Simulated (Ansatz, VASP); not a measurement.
# BN in VASP and in Ansatz

```
CELL_PARAMETERS angstrom
1.80481 -1.80481 0.00000
1.80481 0.00000 -1.80481
7.04605 7.04605 7.04605
ATOMIC_POSITIONS crystal
B 0.00000 0.00000 0.40553
B 0.33333 0.33333 0.23477
B 0.66667 0.66667 0.57629
B 0.00000 0.00000 0.91782
B 0.33333 0.33333 0.74706
B 0.66667 0.66667 0.06400
N 0.66667 0.66667 0.44822
N 0.00000 0.00000 0.27746
N 0.33333 0.33333 0.61898
N 0.66667 0.66667 0.96051
N 0.00000 0.00000 0.78975
N 0.33333 0.33333 0.10669
```

Alike in both runs: task single point; functional r2SCAN; k mesh 10 × 10 × 2; occupations gaussian, width 0.05 eV; no spin polarisation.

|  | VASP | Ansatz |
| --- | --- | --- |
| version | VASP 6.6.1 | Ansatz 0.2.0 |
| potentials or method | VASP PAW PBE potentials, release 64 (B, N), cutoff 520 eV | scalar-relativistic, plane waves, PAW |
| valence electrons in the cell | 48 | 48 |

VASP gave:

```
gap on the k mesh at the Fermi level (eV)                     : 4.45
least direct gap on the mesh (eV)                             : 6.40
pressure (GPa)                                                : 18.4
traceless stress, the component that is largest in VASP (GPa) : 14.65
rms of the force components (eV/Å)                            : 3.090
```

Task: Estimate Ansatz's values.

Result: gap on the k mesh at the Fermi level (eV): 4.47; least direct gap on the mesh (eV): 6.43; pressure (GPa): 17.2; traceless stress, the component that is largest in VASP (GPa): 14.64; rms of the force components (eV/Å): 3.084.

VASP's potentials were made for PBE, not for r2SCAN. Atom by atom the forces differ by 0.008 eV/Å (rms over components). With one functional, cell and mesh, what is left measures potentials, basis and numerics.
